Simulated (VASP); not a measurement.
# Al (Fm-3m) in VASP: further runs

Runs on Al. Level: PBEsol+D3(BJ). Tasks: single point, relaxation of cell and atoms.

All numbers are computed with VASP 6.6.1; they aren't measurements. Logs are shortened: lines on timing, memory, paths and dates and some standing lists are left out, and cuts for length are marked.

### Step 1. The cell of the first run

Symmetry: Fm-3m, No. 225, cubic system. The conventional cell has a = 3.963 Å, b = 3.963 Å, c = 3.963 Å, α = 90.00°, β = 90.00°, γ = 90.00°. Within 3.7 Å of Al (site symmetry m-3m) lie 12 Al at 2.80 Å.

### Step 2. Single point, PBEsol+D3(BJ)

INCAR reads:

```
SYSTEM = Al
ALGO = Normal ; EDIFF = 1E-7
ENCUT = 520 ; GGA = PS
ISIF = 2 ; ISMEAR = 0
IVDW = 12 ; LASPH = .True.
LCHARG = .False. ; LREAL = .False.
LWAVE = .False. ; NBANDS = 8
NELM = 60 ; PREC = Accurate
SIGMA = 0.1
```

KPOINTS reads:

```
k-points
0
Gamma
  18 18 18
  0 0 0
```

POSCAR reads:

```
Al
1.0
    0.0000000000      1.9812776140      1.9812776140
    1.9812776140      0.0000000000      1.9812776140
    1.9812776140      1.9812776140      0.0000000000
Al
1
Direct
    0.0000000000      0.0000000000      0.0000000000
```

Potentials or basis: VASP PAW PBE potentials, release 64 (Al).

Run with:

```console
cat potpaw_PBE.64/Al/POTCAR > POTCAR
mpirun -np 1 vasp_std > vasp.out
```

OUTCAR:

```text
SYSTEM = Al
   EDIFF = 1E-7
   ENCUT = 520
   GGA = PS
   ISIF = 2
   ISMEAR = 0
   IVDW = 12
   LASPH = .True.
   LREAL = .False.
   NELM = 60
   PREC = Accurate
 IVDW          = 12

 ion  position               nearest neighbor table
   1  0.000  0.000  0.000-

  LATTYP: Found a face centered cubic cell.
 ALAT       =     3.9625552280

  Lattice vectors:

 A1 = (   0.0000000000,   1.9812776140,   1.9812776140)
 A2 = (   1.9812776140,   0.0000000000,   1.9812776140)
 A3 = (   1.9812776140,   1.9812776140,   0.0000000000)

Analysis of symmetry for initial positions (statically):
=====================================================================
 Subroutine PRICEL returns:
 Original cell was already a primitive cell.

 Routine SETGRP: Setting up the symmetry group for a
 face centered cubic supercell.

 Subroutine GETGRP returns: Found 48 space group operations
 (whereof 48 operations were pure point group operations)
 out of a pool of 48 trial point group operations.

The static configuration has the point symmetry O_h .

Analysis of symmetry for dynamics (positions and initial velocities):
=====================================================================
 Subroutine PRICEL returns:
 Original cell was already a primitive cell.

 Routine SETGRP: Setting up the symmetry group for a
 face centered cubic supercell.

 Subroutine GETGRP returns: Found 48 space group operations
 (whereof 48 operations were pure point group operations)
 out of a pool of 48 trial point group operations.

The dynamic configuration has the point symmetry O_h .

 Subroutine INISYM returns: Found 48 space group operations
 (whereof 48 operations are pure point group operations),
 and found     1 'primitive' translations

----------------------------------------------------------------------------------------

                                     Primitive cell

  volume of cell :      15.5549

  direct lattice vectors                    reciprocal lattice vectors
     0.000000000  1.981277614  1.981277614    -0.252362413  0.252362413  0.252362413
     1.981277614  0.000000000  1.981277614     0.252362413 -0.252362413  0.252362413
     1.981277614  1.981277614  0.000000000     0.252362413  0.252362413 -0.252362413

  length of vectors
     2.801949673  2.801949673  2.801949673     0.437104522  0.437104522  0.437104522

  position of ions in fractional coordinates (direct lattice)
     0.000000000  0.000000000  0.000000000

  ion indices of the primitive-cell ions
   primitive index   ion index
                 1           1

----------------------------------------------------------------------------------------

 KPOINTS: k-points

Automatic generation of k-mesh.
 Grid dimensions read from file:
 generate k-points for:   18   18   18

 Generating k-lattice:

  Cartesian coordinates                     Fractional coordinates (reciprocal lattice)
    -0.014020134  0.014020134  0.014020134     0.055555556  0.000000000  0.000000000
     0.014020134 -0.014020134  0.014020134     0.000000000  0.055555556  0.000000000
     0.014020134  0.014020134 -0.014020134     0.000000000  0.000000000  0.055555556

  Length of vectors
     0.024283585  0.024283585  0.024283585

  Shift w.r.t. Gamma in fractional coordinates (k-lattice)
     0.000000000  0.000000000  0.000000000

 Subroutine IBZKPT returns following result:
 ===========================================

 Found    195 irreducible k-points:

 Following reciprocal coordinates:
            Coordinates               Weight
  0.000000  0.000000  0.000000      1.000000
  0.055556  0.000000  0.000000      8.000000
  0.111111  0.000000  0.000000      8.000000
  0.166667  0.000000  0.000000      8.000000
  0.222222  0.000000  0.000000      8.000000
  0.277778  0.000000  0.000000      8.000000
[... 16 lines left out ...]
 -0.277778  0.055556  0.000000     24.000000
 -0.222222  0.055556  0.000000     24.000000
 [... further k-points ...]
   k-points           NKPTS =    195   k-points in BZ     NKDIM =    195   number of bands    NBANDS=      8
   number of dos      NEDOS =    301   number of ions     NIONS =      1
   total plane-waves  NPLWV =  13824
   dimension x,y,z NGX =    24 NGY =   24 NGZ =   24
   dimension x,y,z NGXF=    48 NGYF=   48 NGZF=   48
   ions per type =               1
   NGX,Y,Z   is equivalent  to a cutoff of  14.24, 14.24, 14.24 a.u.
   NGXF,Y,Z  is equivalent  to a cutoff of  28.48, 28.48, 28.48 a.u.
 SYSTEM =  Al
   PREC   = accura    normal or accurate (medium, high low for compatibility)
   ISTART =      0    job   : 0-new  1-cont  2-samecut
   ICHARG =      2    charge: 1-file 2-atom 10-const
   ISPIN  =      1    spin polarized calculation?
   LNONCOLLINEAR =      F non collinear calculations
   LSORBIT =      F    spin-orbit coupling
   LASPH  =      T    aspherical Exc in radial PAW
   ENCUT  =  520.0 eV  38.22 Ry    6.18 a.u.   5.21  5.21  5.21*2*pi/ulx,y,z
   NELM   =     60;   NELMIN=  2; NELMDL= -5     # of ELM steps
   EDIFF  = 0.1E-06   stopping-criterion for ELM
   LREAL  =      F    real-space projection
   EDIFFG = 0.1E-05   stopping-criterion for IOM
   NSW    =      0    number of steps for IOM
   IBRION =     -1    ionic relax: 0-MD 1-quasi-New 2-CG
   NFREE  =      0    steps in history (QN), initial steepest desc. (CG)
   ISIF   =      2    stress and relaxation
   ISYM   =      2    0-nonsym 1-usesym 2-fastsym
   POTIM  = 0.5000    time-step for ionic-motion
   TEBEG  =    0.0;   TEEND  =   0.0 temperature during run
   PSTRESS=    0.0 pullay stress
   NELECT =       3.0000    total number of electrons
   NUPDOWN=      -1.0000    fix difference up-down
   EMIN   =  10.00;   EMAX   =-10.00  energy-range for DOS
   EFERMI =   0.00;   METHOD = LEGACY
   ISMEAR =     0;   SIGMA  =   0.10  broadening in eV -4-tet -1-fermi 0-gaus
   EFERMI_NEDOS =   21; number of points for ismear=-14 and -15
   IALGO  =     38    algorithm
   IMIX   =      4    mixing-type and parameters
     AMIX     =   0.40;   BMIX     =  1.00
     AMIX_MAG =   1.60;   BMIX_MAG =  1.00
  volume/ion in A,a.u.               =      15.55       104.97
  Fermi-wavevector in a.u.,A,eV,Ry     =   0.945859  1.787415 12.172452  0.894650
  Thomas-Fermi vector in A             =   2.073802
   LORBIT       =      0    0 simple, 1 ext, 2 COOP (PROOUT), +10 PAW based schemes
   GGA     = PS    functional components
   LHFCALC =     F    Hartree Fock is set to
   AEXX    =    0.0000 exact exchange contribution
   IVDW    =    12    specifies the selected vdW correction
   LEPSILON=     F    determine dielectric tensor
   LRPA    =     F    only Hartree local field effects (RPA)
 non-spin polarized calculation
 Gauss-broadening in eV      SIGMA  =   0.10
  energy-cutoff  :      520.00
  volume of cell :       15.55
 maximum number of plane-waves:       444
 NGX is ok and might be reduce to    24
   NGX = 11   NGY = 11   NGZ = 11

 number of electron       3.0000000 magnetization

 Free energy of the ion-electron system (eV)
  ---------------------------------------------------
  ext. energy  EPLUGINS =         0.00000000
  ---------------------------------------------------
  free energy    TOTEN  =        -4.08381897 eV

  energy without entropy =       -4.08096336  energy(sigma->0) =       -4.08239116

 E-fermi :   8.5713     XC(G=0): -10.4737

 val. band max:        8.5663045154   @ k =  -0.4444   0.3333   0.1111
 cond. band min:       8.5877443596   @ k =  -0.2222   0.3889   0.1667
 fundamental gap:      0.0214398443
 Fermi energy:         8.5713393661

 k-point     1 :       0.0000    0.0000    0.0000
  band No.  band energies     occupation
      1      -2.9656      2.00000
      2      21.5028      0.00000
      3      21.5028      0.00000
      4      21.5028      0.00000
      5      23.4520      0.00000
      6      23.4520      0.00000
      7      23.4520      0.00000
      8      25.4987      0.00000

 k-point     2 :       0.0556    0.0000    0.0000
  band No.  band energies     occupation
      1      -2.8784      2.00000
      2      20.0202      0.00000
      3      21.2407      0.00000
      4      21.2407      0.00000
      5      23.8528      0.00000
      6      23.8528      0.00000
      7      23.9353      0.00000
      8      26.4360      0.00000

 k-point     3 :       0.1111    0.0000    0.0000
  band No.  band energies     occupation
      1      -2.6170      2.00000
      2      17.7433      0.00000
      3      20.7656      0.00000
      4      20.7656      0.00000
      5      23.9434      0.00000
      6      24.7202      0.00000
      7      24.7202      0.00000
      8      27.0274      0.00000

 k-point     4 :       0.1667    0.0000    0.0000
  band No.  band energies     occupation
      1      -2.1826      2.00000
      2      15.4375      0.00000
      3      20.3322      0.00000
      4      20.3322      0.00000
      5      23.7499      0.00000
      6      25.3241      0.00000
      7      25.3241      0.00000
      8      26.3615      0.00000

 k-point     5 :       0.2222    0.0000    0.0000
  band No.  band energies     occupation
      1      -1.5768      2.00000
      2      13.2071      0.00000
      3      20.0083      0.00000
      4      20.0083      0.00000
      5      23.5567      0.00000
      6      24.4155      0.00000
      7      24.4155      0.00000
      8      27.4296      0.00000
[... 177 lines left out ...]
 k-point    22 :      -0.3333    0.0556    0.0000
  band No.  band energies     occupation
      1       0.5642      2.00000
      2       8.5237      1.49975
      3      18.0318      0.00000
      4      20.9437      0.00000
      5      21.1195      0.00000
      6      22.5501      0.00000
      7      24.1529      0.00000
      8      27.1254      0.00000

 k-point    23 :      -0.2778    0.0556    0.0000
  band No.  band energies     occupation
      1      -0.4306      2.00000
      2      10.4708      0.00000
      3      18.0515      0.00000
      4      21.0250      0.00000
      5      21.9423      0.00000
      6      23.4328      0.00000
      7      24.1167      0.00000
      8      27.9422      0.00000

 k-point    24 :      -0.2222    0.0556    0.0000
  band No.  band energies     occupation
      1      -1.2606      2.00000
      2      12.5444      0.00000
      3      18.2186      0.00000
      4      21.1577      0.00000
      5      22.9741      0.00000
      6      24.0816      0.00000
      7      24.5494      0.00000
      8      26.7988      0.00000

 [... further k-points ...]

------------------------ aborting loop because EDIFF is reached ----------------------------------------

 Edisp (eV)   -0.33706

 E8    (eV) :    -0.2270

  FORCE on cell =-STRESS in cart. coord.  units (eV):
  Direction    XX          YY          ZZ          XY          YZ          ZX
  --------------------------------------------------------------------------------------
  -------------------------------------------------------------------------------------
  Total       0.00352     0.00352     0.00352    -0.00000    -0.00000    -0.00000
  in kB       0.36225     0.36225     0.36225    -0.00000    -0.00000    -0.00000
  external pressure =        0.36 kB  Pullay stress =        0.00 kB

 VOLUME and BASIS-vectors are now :
 -----------------------------------------------------------------------------
  energy-cutoff  :      520.00
  volume of cell :       15.55
      direct lattice vectors                 reciprocal lattice vectors
     0.000000000  1.981277614  1.981277614    -0.252362413  0.252362413  0.252362413
     1.981277614  0.000000000  1.981277614     0.252362413 -0.252362413  0.252362413
     1.981277614  1.981277614  0.000000000     0.252362413  0.252362413 -0.252362413

 POSITION                                       TOTAL-FORCE (eV/Angst)
 -----------------------------------------------------------------------------------
      0.00000      0.00000      0.00000         0.000000      0.000000      0.000000
 -----------------------------------------------------------------------------------
    total drift:                               -0.000000     -0.000000      0.000000

  FREE ENERGIE OF THE ION-ELECTRON SYSTEM (eV)
  ---------------------------------------------------
  free  energy   TOTEN  =        -4.4208792653 eV

  energy  without entropy=       -4.4180236584  energy(sigma->0) =       -4.41945146
```

Wall time 19 s (1 thread of Intel Xeon Platinum 8375C at 2.90GHz (Ice Lake), shared host); peak memory 0.15 GiB.

What came out:

```yaml
Free_energy: -4.4209 eV
Pressure: 0.0 GPa
Dispersion_energy_per_atom: -0.337 eV
```

Caveat: the PAW data sets were made with another functional, which shifts forces and pressure a little; pairwise dispersion overbinds metals, which lowers pressure and volume.

### Step 3. Single point, PBEsol+D3(BJ)

INCAR reads:

```
  PREC = Accurate
  ENCUT = 520
  EDIFF = 1E-6
  ISMEAR = 0
  SIGMA = 0.15
  LREAL = False
  LASPH = True
  NELM = 60
  ALGO = Normal
  ISIF = 2
  LWAVE = False
  LCHARG = True
  GGA = PS
  IVDW = 12
  LELF = True
  LVHAR = True
  NBANDS = 8
```

KPOINTS reads:

```
Automatic mesh
0
Gamma
  26 26 26
```

POSCAR is that of step 2.

Potentials or basis: VASP PAW PBE potentials, release 64 (Al).

Run with:

```console
cat potpaw_PBE.64/Al/POTCAR > POTCAR
mpirun -np 1 vasp_std > vasp.out
```

Wall time 41 s (1 thread of Intel Xeon Platinum 8375C at 2.90GHz (Ice Lake), shared host); peak memory 0.18 GiB.

Results (log left out):

```
Free energy                : -4.4255 eV
Pressure                   : 0.1 GPa
Dispersion energy per atom : -0.337 eV
```

Levels at points of the mesh, in eV from the Fermi level:
| k point | band 1 | band 2 | band 3 | band 4 | band 5 | band 6 |
| --- | --- | --- | --- | --- | --- | --- |
| (0.00, 0.00, 0.00) | -11.55 | 12.91 | 12.91 | 12.91 | 14.86 | 14.86 |
| (0.50, 0.00, 0.00) | -4.84 | -4.47 | 11.70 | 11.70 | 12.03 | 12.03 |
| (0.50, 0.50, 0.00) | -3.07 | -1.64 | 5.25 | 5.86 | 5.86 | 9.62 |

Caveat: the PAW data sets were made with another functional, which shifts forces and pressure a little; pairwise dispersion overbinds metals, which lowers pressure and volume.

### Step 4. Relaxation of cell and atoms, PBEsol+D3(BJ)

This run uses another cell than the first one, of 16.58 Å³/atom, 1.066 times its volume.

INCAR reads:

```
SYSTEM = Al
ALGO = Fast
EDIFF = 1E-6
EDIFFG = -0.005
ENCUT = 600
GGA = PS
IBRION = 2
ISIF = 3
ISMEAR = 0
IVDW = 12
LASPH = .TRUE.
LCHARG = .FALSE.
LREAL = .FALSE.
LWAVE = .FALSE.
NELM = 60
NSW = 100
PREC = Accurate
SIGMA = 0.1
```

KPOINTS reads:

```
k-points
0
G
  18 18 18
  0 0 0
```

POSCAR reads:

```
Al
1.0
    0.0000000000      2.0239800000      2.0239800000
    2.0239800000      0.0000000000      2.0239800000
    2.0239800000      2.0239800000      0.0000000000
Al
1
Direct
    0.0000000000      0.0000000000      0.0000000000
```

Run with:

```console
cat potpaw_PBE.64/Al/POTCAR > POTCAR
mpirun -np 1 vasp_std > vasp.out
```

Wall time 21 s (1 thread of Intel Xeon Platinum 8375C at 2.90GHz (Ice Lake), shared host); peak memory 0.15 GiB.

It converged, with:

```yaml
Free_energy: -4.4210 eV
Relaxed_volume: 15.56 Å³/atom
Relaxed_cell: a = 2.802 Å, b = 2.802 Å, c = 2.802 Å, α = 60.00°, β = 60.00°, γ = 60.00°
Space_group_after_relaxing_to_0.05_Å: Fm-3m (No. 225)
Energy_gained_by_relaxing: 16.7 meV/atom
Ionic_steps: 3
Pressure_after_relaxing: 0.0 GPa
Dispersion_energy_per_atom: -0.337 eV
```

Step by step:
```csv
step,energy change (eV),largest force (eV/Å),pressure (GPa),volume (Å³)
1,0.0000,0.0000,-4.93,16.58
2,-0.0161,0.0000,1.03,15.39
3,-0.0167,0.0000,0.01,15.56
```

Final structure:
```
Al
1.0
     0.00000    1.98150    1.98150
     1.98150    0.00000    1.98150
     1.98150    1.98150    0.00000
Al
1
Direct
  0.00000 0.00000 0.00000
```

Levels at points of the mesh, in eV from the Fermi level:
```
           k point  band 1  band 2  band 3  band 4
(0.00, 0.00, 0.00)  -11.53   12.93   12.93   12.93
(0.50, 0.00, 0.00)   -4.82   -4.45   11.71   11.71
(0.50, 0.50, 0.00)   -3.05   -1.62    5.27    5.87
```

Caveat: the PAW data sets were made with another functional, which shifts forces and pressure a little; pairwise dispersion overbinds metals, which lowers pressure and volume.

(Continued in part 2 of 2.)
